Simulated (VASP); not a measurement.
Input of a VASP 6.6.1 run:

Contents of INCAR:

```
SYSTEM = Ni
PREC = Accurate ; ENCUT = 520
EDIFF = 1E-7 ; ISMEAR = 0
SIGMA = 0.15 ; LREAL = .False.
LASPH = .True. ; NELM = 150
ALGO = Normal ; ISIF = 2
LWAVE = .False. ; LCHARG = .False.
ISPIN = 2 ; MAGMOM = 0.64
LORBIT = 11 ; LMAXMIX = 4
GGA = PE ; NBANDS = 15
KPAR = 4
```

Contents of KPOINTS:

```
regular mesh
0
Gamma
  30 30 30
  0 0 0
```

The input POSCAR:

```
Ni
1.0
   -1.3932386033      1.4002398023      1.3932386033
    1.4072410013     -1.4002398023      1.4072410013
    1.3932386033      1.4002398023     -1.3932386033
Ni
1
Direct
    0.0000000000      0.0000000000      0.0000000000
```

Potentials or basis: VASP PAW PBE potentials, release 64 (Ni).

The run is started by

```sh
$ cat potpaw_PBE.64/Ni/POTCAR > POTCAR
$ mpirun -np 4 vasp_std > vasp.out
```

Question: Estimate the site moments.

Answer: Ni +0.56 μB.

Question: What does it give for the pressure?

Answer: 0.1 GPa.

Question: Estimate the net moment.

Answer: 0.55 μB per cell.

Stress tensor (GPa, compression positive):
```
 0.06  0.00 -1.51
 0.00  0.08  0.00
-1.51  0.00  0.06
```

Caveat: the cell differs from its parent crystal (strain +0.0100 x Voigt [0, 0, 0, 0, 1, 0]).
